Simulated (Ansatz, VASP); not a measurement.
One calculation of C, two programs

```xyz
12
Lattice="2.4706 0.0000 0.0000 -1.2353 2.1396 0.0000 0.0000 0.0000 12.1035" Properties=species:S:1:pos:R:3 pbc="T T T"
C     1.2353    0.7132    4.2867
C     0.0000    1.4264   10.3384
C     1.2353    0.7132    1.7650
C     0.0000    1.4264    7.8168
C     1.2353    0.7132    5.7996
C     0.0000    1.4264   11.8514
C     1.2353    0.7132    0.2521
C     0.0000    1.4264    6.3039
C     0.0000    0.0000    9.8341
C     0.0000    0.0000    3.7823
C     0.0000    0.0000    8.3211
C     0.0000    0.0000    2.2694
```

Alike in both runs: task single point; functional PBE; k mesh 12 × 12 × 3; occupations fermi-dirac, width 0.05 eV; no spin polarisation.

```csv
,VASP,Ansatz
version,VASP 6.6.1,Ansatz 0.2.0
potentials or method,"VASP PAW PBE potentials, release 64 (C)",Ansatz NC
plane-wave cutoff (eV),520,1116
valence electrons in the cell,48,48
```

```tsv
	VASP	Ansatz	Ansatz less VASP
gap on the k mesh at the Fermi level (eV)	4.54	4.56	+0.011
least direct gap on the mesh (eV)	5.44	5.46	+0.018
rms of the force components (eV/Å)	0.170	0.169	-0.0004
```

Atom by atom the forces differ by 0.000 eV/Å (rms over components).

Noted on Ansatz's run: odd divisions of the mesh miss points on the zone boundary, where band edges often lie, so the gap on the mesh can be too wide.
